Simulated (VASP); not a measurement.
# Ir (Fm-3m) in VASP: single point with r2SCAN

Aim: the single point of Ir with r2SCAN.

Program: VASP 6.6.1. These are calculated values, not measurements. Logs are shortened: lines on timing, memory, paths and dates and some standing lists are left out, and cuts for length are marked.

**1. The cell of the first run**

The structure is cubic, space group Fm-3m (No. 225). The conventional cell has a = 3.831 Å, b = 3.831 Å, c = 3.831 Å, α = 90.00°, β = 90.00°, γ = 90.00°. Within 3.6 Å of Ir (site symmetry m-3m) lie 12 Ir at 2.71 Å.

**2. Single point, r2SCAN**

POSCAR

```
Ir
1.0
    0.0000000000      1.9156000000      1.9156000000
    1.9156000000      0.0000000000      1.9156000000
    1.9156000000      1.9156000000      0.0000000000
Ir
1
Direct
    0.0000000000      0.0000000000      0.0000000000
```

INCAR.step1

```
  PREC = Accurate
  ENCUT = 620
  ISMEAR = -1
  SIGMA = 0.15
  LREAL = False
  LASPH = True
  NELM = 120
  NBANDS = 14
  GGA = PE
  ALGO = Normal
  EDIFF = 1E-5
  LWAVE = True
  LCHARG = False
  GGA_COMPAT = False
```

INCAR.step2

```
  PREC = Accurate
  ENCUT = 620
  EDIFF = 1E-6
  ISMEAR = -1
  SIGMA = 0.15
  LREAL = False
  LASPH = True
  NELM = 120
  ALGO = Normal
  ISIF = 2
  LWAVE = False
  LCHARG = False
  METAGGA = R2SCAN
  LMIXTAU = True
  NBANDS = 14
  ISTART = 1
  GGA_COMPAT = False
```

KPOINTS

```
Automatic mesh
0
Gamma
  7 7 7
```

Potentials or basis: VASP PAW PBE potentials, release 64 (Ir_sv_GW).

Run with:

```console
> cat potpaw_PBE.64/Ir_sv_GW/POTCAR > POTCAR
> cp INCAR.step1 INCAR
> mpirun -np 1 vasp_std > vasp.out
> cp INCAR.step2 INCAR
> mpirun -np 1 vasp_std > vasp.out
```

OUTCAR:

```text
PREC = Accurate
   ENCUT = 620
   EDIFF = 1E-6
   ISMEAR = -1
   LREAL = False
   LASPH = True
   NELM = 120
   ISIF = 2
   METAGGA = R2SCAN
   ISTART = 1

 ion  position               nearest neighbor table
   1  0.000  0.000  0.000-

  LATTYP: Found a face centered cubic cell.
 ALAT       =     3.8312000000

  Lattice vectors:

 A1 = (   0.0000000000,   1.9156000000,   1.9156000000)
 A2 = (   1.9156000000,   0.0000000000,   1.9156000000)
 A3 = (   1.9156000000,   1.9156000000,   0.0000000000)

Analysis of symmetry for initial positions (statically):
=====================================================================
 Subroutine PRICEL returns:
 Original cell was already a primitive cell.

 Routine SETGRP: Setting up the symmetry group for a
 face centered cubic supercell.

 Subroutine GETGRP returns: Found 48 space group operations
 (whereof 48 operations were pure point group operations)
 out of a pool of 48 trial point group operations.

The static configuration has the point symmetry O_h .

Analysis of symmetry for dynamics (positions and initial velocities):
=====================================================================
 Subroutine PRICEL returns:
 Original cell was already a primitive cell.

 Routine SETGRP: Setting up the symmetry group for a
 face centered cubic supercell.

 Subroutine GETGRP returns: Found 48 space group operations
 (whereof 48 operations were pure point group operations)
 out of a pool of 48 trial point group operations.

The dynamic configuration has the point symmetry O_h .

 Subroutine INISYM returns: Found 48 space group operations
 (whereof 48 operations are pure point group operations),
 and found     1 'primitive' translations

----------------------------------------------------------------------------------------

                                     Primitive cell

  volume of cell :      14.0587

  direct lattice vectors                    reciprocal lattice vectors
     0.000000000  1.915600000  1.915600000    -0.261014826  0.261014826  0.261014826
     1.915600000  0.000000000  1.915600000     0.261014826 -0.261014826  0.261014826
     1.915600000  1.915600000  0.000000000     0.261014826  0.261014826 -0.261014826

  length of vectors
     2.709067500  2.709067500  2.709067500     0.452090940  0.452090940  0.452090940

  position of ions in fractional coordinates (direct lattice)
     0.000000000  0.000000000  0.000000000

  ion indices of the primitive-cell ions
   primitive index   ion index
                 1           1

----------------------------------------------------------------------------------------

 KPOINTS: Automatic mesh

Automatic generation of k-mesh.
 Grid dimensions read from file:
 generate k-points for:    7    7    7

 Generating k-lattice:

  Cartesian coordinates                     Fractional coordinates (reciprocal lattice)
    -0.037287832  0.037287832  0.037287832     0.142857143  0.000000000  0.000000000
     0.037287832 -0.037287832  0.037287832     0.000000000  0.142857143  0.000000000
     0.037287832  0.037287832 -0.037287832     0.000000000  0.000000000  0.142857143

  Length of vectors
     0.064584420  0.064584420  0.064584420

  Shift w.r.t. Gamma in fractional coordinates (k-lattice)
     0.000000000  0.000000000  0.000000000

 Subroutine IBZKPT returns following result:
 ===========================================

 Found     20 irreducible k-points:

 Following reciprocal coordinates:
            Coordinates               Weight
  0.000000  0.000000  0.000000      1.000000
  0.142857  0.000000  0.000000      8.000000
  0.285714  0.000000  0.000000      8.000000
  0.428571  0.000000  0.000000      8.000000
  0.142857  0.142857  0.000000      6.000000
  0.285714  0.142857  0.000000     24.000000
[... 12 lines left out ...]
 -0.428571  0.428571  0.142857     24.000000
 -0.285714  0.428571  0.142857     24.000000
   k-points           NKPTS =     20   k-points in BZ     NKDIM =     20   number of bands    NBANDS=     14
   number of dos      NEDOS =    301   number of ions     NIONS =      1
   total plane-waves  NPLWV =  13824
   dimension x,y,z NGX =    24 NGY =   24 NGZ =   24
   dimension x,y,z NGXF=    48 NGYF=   48 NGZF=   48
   ions per type =               1
   NGX,Y,Z   is equivalent  to a cutoff of  14.73, 14.73, 14.73 a.u.
   NGXF,Y,Z  is equivalent  to a cutoff of  29.46, 29.46, 29.46 a.u.
 SYSTEM =  unknown system
   PREC   = accura    normal or accurate (medium, high low for compatibility)
   ISTART =      1    job   : 0-new  1-cont  2-samecut
   ICHARG =      0    charge: 1-file 2-atom 10-const
   ISPIN  =      1    spin polarized calculation?
   LNONCOLLINEAR =      F non collinear calculations
   LSORBIT =      F    spin-orbit coupling
   LASPH  =      T    aspherical Exc in radial PAW
   ENCUT  =  620.0 eV  45.57 Ry    6.75 a.u.   5.50  5.50  5.50*2*pi/ulx,y,z
   NELM   =    120;   NELMIN=  2; NELMDL=  0     # of ELM steps
   EDIFF  = 0.1E-05   stopping-criterion for ELM
   LREAL  =      F    real-space projection
[... 7 lines left out ...]
   TEBEG  =    0.0;   TEEND  =   0.0 temperature during run
   PSTRESS=    0.0 pullay stress
   NELECT =      17.0000    total number of electrons
   NUPDOWN=      -1.0000    fix difference up-down
   EMIN   =  10.00;   EMAX   =-10.00  energy-range for DOS
   EFERMI =   0.00;   METHOD = LEGACY
   ISMEAR =    -1;   SIGMA  =   0.15  broadening in eV -4-tet -1-fermi 0-gaus
   EFERMI_NEDOS =   21; number of points for ismear=-14 and -15
   IALGO  =     38    algorithm
   IMIX   =      4    mixing-type and parameters
     AMIX     =   0.40;   BMIX     =  1.00
     AMIX_MAG =   1.60;   BMIX_MAG =  1.00
  volume/ion in A,a.u.               =      14.06        94.87
  Fermi-wavevector in a.u.,A,eV,Ry     =   1.744120  3.295909 41.388295  3.041954
  Thomas-Fermi vector in A             =   2.816061
   LORBIT       =      0    0 simple, 1 ext, 2 COOP (PROOUT), +10 PAW based schemes
   METAGGA = R2SCAN    functional components
   LHFCALC =     F    Hartree Fock is set to
   AEXX    =    0.0000 exact exchange contribution
   IVDW    =     0    specifies the selected vdW correction
   LEPSILON=     F    determine dielectric tensor
   LRPA    =     F    only Hartree local field effects (RPA)
 non-spin polarized calculation
  energy-cutoff  :      620.00
  volume of cell :       14.06
 maximum number of plane-waves:       531
 NGX is ok and might be reduce to    24
   NGX = 11   NGY = 11   NGZ = 11

 number of electron      17.0000000 magnetization

 Free energy of the ion-electron system (eV)
  ---------------------------------------------------
  ext. energy  EPLUGINS =         0.00000000
  ---------------------------------------------------
  free energy    TOTEN  =       -53.01024680 eV

  energy without entropy =      -52.96832211  energy(sigma->0) =      -52.98928445

 E-fermi :  12.8348     XC(G=0): -15.9399

 val. band max:       12.7350416645   @ k =   0.2857   0.2857   0.0000
 cond. band min:      12.8812078685   @ k =  -0.4286   0.4286   0.0000
 fundamental gap:      0.1461662039
 Fermi energy:        12.8348011948

 k-point     1 :       0.0000    0.0000    0.0000
  band No.  band energies     occupation
      1     -82.2706      2.00000
      2     -38.0580      2.00000
      3     -38.0580      2.00000
      4     -38.0580      2.00000
      5       1.2205      2.00000
      6       8.7607      2.00000
      7       8.7607      2.00000
      8       8.7607      2.00000
      9      11.4965      1.99973
     10      11.4965      1.99973
     11      27.0307      0.00000
     12      32.8715      0.00000
     13      32.8715      0.00000
     14      32.8715      0.00000

 k-point     2 :       0.1429    0.0000    0.0000
  band No.  band energies     occupation
      1     -82.2558      2.00000
      2     -38.2263      2.00000
      3     -38.0809      2.00000
      4     -38.0809      2.00000
      5       2.1327      2.00000
      6       8.3406      2.00000
      7       9.0957      2.00000
      8       9.0957      2.00000
      9      11.3306      1.99991
     10      11.3306      1.99991
     11      28.4920      0.00000
     12      30.0583      0.00000
     13      34.4167      0.00000
     14      34.4167      0.00000

 k-point     3 :       0.2857    0.0000    0.0000
  band No.  band energies     occupation
      1     -82.2229      2.00000
      2     -38.5951      2.00000
      3     -38.1320      2.00000
      4     -38.1320      2.00000
      5       3.9073      2.00000
      6       8.4899      2.00000
      7       9.1090      2.00000
      8       9.1090      2.00000
      9      12.0367      1.99027
     10      12.0367      1.99027
     11      26.0806      0.00000
     12      29.4687      0.00000
     13      37.4469      0.00000
     14      37.4469      0.00000

 k-point     4 :       0.4286    0.0000    0.0000
  band No.  band energies     occupation
      1     -82.1967      2.00000
      2     -38.8815      2.00000
      3     -38.1729      2.00000
      4     -38.1729      2.00000
      5       4.3368      2.00000
      6       8.6753      2.00000
      7       8.6753      2.00000
      8      11.2389      1.99995
      9      13.4850      0.02588
     10      13.4850      0.02588
     11      21.6480      0.00000
     12      27.1076      0.00000
     13      33.4751      0.00000
     14      33.4751      0.00000

 k-point     5 :       0.1429    0.1429    0.0000
  band No.  band energies     occupation
      1     -82.2508      2.00000
      2     -38.2210      2.00000
      3     -38.1187      2.00000
      4     -38.1187      2.00000
      5       2.4472      2.00000
      6       7.8795      2.00000
      7       9.4685      2.00000
      8       9.4685      2.00000
      9      10.5046      2.00000
     10      11.8560      1.99707
     11      29.1362      0.00000
[... 208 lines left out ...]
 k-point    18 :      -0.4286    0.2857    0.1429
  band No.  band energies     occupation
      1     -82.1803      2.00000
      2     -38.7590      2.00000
      3     -38.4436      2.00000
      4     -38.2631      2.00000
      5       6.2125      2.00000
      6       7.1954      2.00000
      7       8.2732      2.00000
      8      10.5944      2.00000
      9      13.1704      0.19284
     10      17.4254      0.00000
     11      21.8290      0.00000
     12      27.9531      0.00000
     13      29.5286      0.00000
     14      34.2096      0.00000

 k-point    19 :      -0.4286    0.4286    0.1429
  band No.  band energies     occupation
      1     -82.1718      2.00000
      2     -38.7695      2.00000
      3     -38.4560      2.00000
      4     -38.3568      2.00000
      5       5.5807      2.00000
      6       6.0820      2.00000
      7       9.6133      2.00000
      8      12.2302      1.96509
      9      13.8847      0.00182
     10      17.8088      0.00000
     11      23.0703      0.00000
     12      25.0014      0.00000
     13      27.5586      0.00000
     14      37.6057      0.00000

 k-point    20 :      -0.2857    0.4286    0.1429
  band No.  band energies     occupation
      1     -82.1698      2.00000
      2     -38.6636      2.00000
      3     -38.6110      2.00000
      4     -38.3428      2.00000
      5       6.2176      2.00000
      6       7.0569      2.00000
      7       8.4247      2.00000
      8      11.0763      1.99998
      9      13.8808      0.00187
     10      19.8114      0.00000
     11      22.1247      0.00000
     12      23.9840      0.00000
     13      27.9309      0.00000
     14      36.4820      0.00000

------------------------ aborting loop because EDIFF is reached ----------------------------------------

  FORCE on cell =-STRESS in cart. coord.  units (eV):
  Direction    XX          YY          ZZ          XY          YZ          ZX
  --------------------------------------------------------------------------------------
  -------------------------------------------------------------------------------------
  Total        0.1804288      0.1804288      0.1804288      0.0000000      0.0000000      0.0000000
  in kB       20.5623115     20.5623115     20.5623115      0.0000000      0.0000000      0.0000000
  external PRESSURE =      20.5623115 kB  Pullay stress =       0.0000000 kB

 VOLUME and BASIS-vectors are now :
 -----------------------------------------------------------------------------
  energy-cutoff  :      620.00
  volume of cell :       14.06
      direct lattice vectors                 reciprocal lattice vectors
     0.000000000  1.915600000  1.915600000    -0.261014826  0.261014826  0.261014826
     1.915600000  0.000000000  1.915600000     0.261014826 -0.261014826  0.261014826
     1.915600000  1.915600000  0.000000000     0.261014826  0.261014826 -0.261014826

 POSITION                                       TOTAL-FORCE (eV/Angst)
 -----------------------------------------------------------------------------------
      0.00000      0.00000      0.00000        -0.000000      0.000000     -0.000000
 -----------------------------------------------------------------------------------
    total drift:                               -0.000000      0.000000     -0.000000

  FREE ENERGIE OF THE ION-ELECTRON SYSTEM (eV)
  ---------------------------------------------------
  free  energy   TOTEN  =       -53.0102467996 eV

  energy  without entropy=      -52.9683221067  energy(sigma->0) =      -52.98928445
```

Run time: 32 s. Hardware: 1 thread of Intel Xeon Platinum 8259CL at 2.50GHz (Skylake/Cascade Lake), shared host; peak memory 0.15 GiB.

Results:

- Free energy: -53.0102 eV
- Pressure: 2.1 GPa
- Band gap on the k mesh: zero (an odd number of electrons rules out a gap without spin polarisation)

Levels at points of the mesh, in eV from the Fermi level:
```tsv
k point	band 6	band 7	band 8	band 9	band 10	band 11
(0.00, 0.00, 0.00)	-4.07	-4.07	-4.07	-1.34	-1.34	14.20
```

Caveat: the k points lie up to 0.41 Å⁻¹ apart, too coarse for converged energies and pressures of a metal; the PAW data sets were made with another functional, which shifts forces and pressure a little; spin-orbit coupling is left out, which moves the levels of the heavy elements.

The gap in the log of VASP goes by the Fermi energy; the results here count the filled bands.